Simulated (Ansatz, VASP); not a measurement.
# Sr in VASP and in Ansatz

INCAR

```
PREC     = Accurate       # precision mode
ENCUT    = 500            # plane-wave cutoff, eV
EDIFF    = 1E-6           # SCF threshold, eV
ISMEAR   = -1             # smearing method
SIGMA    = 0.1            # smearing width, eV
LREAL    = F              # projectors in reciprocal space
LASPH    = T              # aspherical terms in the spheres
NELM     = 120            # most SCF steps
ALGO     = Normal         # electronic algorithm
ISIF     = 2              # what is computed and relaxed
LWAVE    = F              # write WAVECAR
LCHARG   = F              # write CHGCAR
GGA      = PE             # functional
NBANDS   = 11             # bands
GGA_COMPAT= F
```

Contents of KPOINTS:

```
Automatic mesh
0
Gamma
  9 9 9
```

Contents of POSCAR:

```
Sr
1.0
    0.0000000000      3.0805540500      3.0805540500
    3.0805540500      0.0000000000      3.0805540500
    3.0805540500      3.0805540500      0.0000000000
Sr
1
Direct
    0.0000000000      0.0000000000      0.0000000000
```

Input for Ansatz:

```yaml
crystal:
  lattice:
    - [0.0, 3.08055405, 3.08055405]
    - [3.08055405, 0.0, 3.08055405]
    - [3.08055405, 3.08055405, 0.0]
  atoms:
    - { symbol: Sr, position: [0.0, 0.0, 0.0] }
  symmetry: { tolerance: 0.0003 }
kpoints:
  mp_grid: { grid: [9, 9, 9], shift: [0, 0, 0] }
  band_path:
    path:
      - [0.375, 0.375, 0.75]
      - [0.0, 0.0, 0.0]
      - [0.5, 0.5, 0.5]
      - [0.5, 0.25, 0.75]
      - [0.5, 0.0, 0.5]
    npoints: 13
magnetization:
  spin_polarized: false
scf:
  occupations: { method: fermi_dirac }
  lower_state_search: "off"
  max_iter: 200
hamiltonian:
  pseudopotentials: { kind: paw }
  xc: pbe
basis:
  ecutwfc: 420
  fft_grid_basis: typed
output:
  forces: true
  stress: true
  eigenvalues: true
  bader: true
  populations: true
  elf: true
  write_potential: true
  volumetric_format: npy
  dos:
    e_range: [-12, 8]
    de: 0.05
    projected: { site_lists: { Sr: [Sr] } }
checkpoint:
  read: saved_state
```

Alike in both runs: task single point; functional PBE; k mesh 9 × 9 × 9; no spin polarisation.

```csv
,VASP,Ansatz
version,VASP 6.6.1,Ansatz 0.2.0
potentials or method,"VASP PAW PBE potentials, release 64 (Sr_sv), cutoff 500 eV",PAW plane waves
occupations,"fermi-dirac, width 0.1 eV",fermi-dirac
valence electrons in the cell,10,10
```

|  | VASP | Ansatz | Ansatz less VASP |
| --- | --- | --- | --- |
| pressure (GPa) | -0.6 | -0.6 | 0.00 |
